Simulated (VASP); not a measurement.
Wanted: the native input for a VASP 6.6.1 run.

```
Task                   : single point
Functional             : r2SCAN
Potentials or basis    : VASP PAW PBE potentials, release 64 (Ge_d)
Cutoff                 : 520 eV
k mesh                 : 8 × 8 × 8
Occupations            : fermi-dirac, width 0.05 eV
Spin                   : no spin polarisation
Dipole correction      : no
Further INCAR settings : ALGO = Normal; EDIFF = 1e-06; NBANDS = 21
```

Ge:

```
Ge
1.0
     0.00000    2.66953    2.66953
     2.66953    0.00000    2.66953
     2.66953    2.66953    0.00000
Ge
2
Direct
  0.00000 0.00000 0.00000
  0.25000 0.25000 0.25000
```

These files were run (other wordings do the same):

POSCAR

```
Ge
1.0
    0.0000000000      2.6695283294      2.6695283294
    2.6695283294      0.0000000000      2.6695283294
    2.6695283294      2.6695283294      0.0000000000
Ge
2
Direct
    0.0000000000      0.0000000000      0.0000000000
    0.2500000000      0.2500000000      0.2500000000
```

INCAR.step1

```
PREC = Accurate
ENCUT = 520
ISMEAR = -1
SIGMA = 0.05
LREAL = False
LASPH = True
NELM = 60
NBANDS = 21
GGA = PE
ALGO = Normal
EDIFF = 1E-4
LWAVE = True
LCHARG = False
```

INCAR.step2

```
PREC = Accurate
ENCUT = 520
EDIFF = 1E-6
ISMEAR = -1
SIGMA = 0.05
LREAL = False
LASPH = True
NELM = 60
ALGO = Normal
ISIF = 2
LWAVE = False
LCHARG = True
METAGGA = R2SCAN
LMIXTAU = True
LELF = True
LVHAR = True
NBANDS = 21
ISTART = 1
```

KPOINTS

```
Automatic mesh
0
Gamma
  8 8 8
```

Potentials or basis: VASP PAW PBE potentials, release 64 (Ge_d).

Launch:

```sh
$ cat potpaw_PBE.64/Ge_d/POTCAR > POTCAR
$ cp INCAR.step1 INCAR
$ mpirun -np 1 vasp_std > vasp.out
$ cp INCAR.step2 INCAR
$ mpirun -np 1 vasp_std > vasp.out
```

It gave:

```json
{"Pressure": "20.2 GPa", "Band gap on the k mesh": "0.51 eV, indirect (least direct gap 2.18 eV)"}
```

Caveat: the PAW data sets were made with another functional, which shifts forces and pressure a little.

It took 69 s on 1 thread of Intel(R) Xeon(R) Platinum 8488C (Sapphire Rapids), on a shared host, peak memory 0.17 GiB.
